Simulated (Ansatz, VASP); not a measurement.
**One calculation of Ge2Sb, two programs**

```
Ge Sb
1.0
     3.73095    0.00000    0.00000
    -1.86548    3.23110    0.00000
     0.00000    0.00000    5.55626
Ge Sb
2 1
Direct
  0.00000 0.00000 0.65787
  0.00000 0.00000 0.34213
  0.00000 0.00000 0.00000
```

Alike in both runs: task single point; functional PBE; k mesh 6 × 6 × 4; occupations gaussian, width 0.1 eV; no spin polarisation.

|  | VASP | Ansatz |
| --- | --- | --- |
| version | VASP 6.6.1 | Ansatz 0.2.0 |
| potentials or method | VASP PAW PBE potentials, release 64 (Ge_d, Sb_d_GW), cutoff 550 eV | scalar-relativistic, plane waves, PAW |
| valence electrons in the cell | 43 | 43 |

Ansatz gave:

- gap on the k mesh at the Fermi level (eV): none
- rms of the force components (eV/Å): 0.101

Question: Which values does VASP return?

Answer: gap on the k mesh at the Fermi level (eV): none; rms of the force components (eV/Å): 0.547.

Atom by atom the forces differ by 0.648 eV/Å (rms over components). A gap of «none» marks a metal or a gap that the smearing closes. One of these differences is far larger than is usual between the two programs; its cause wasn't traced. The functional is the same, so the differences come from potentials, cutoffs and numerics.

Neither program's run includes spin-orbit coupling.
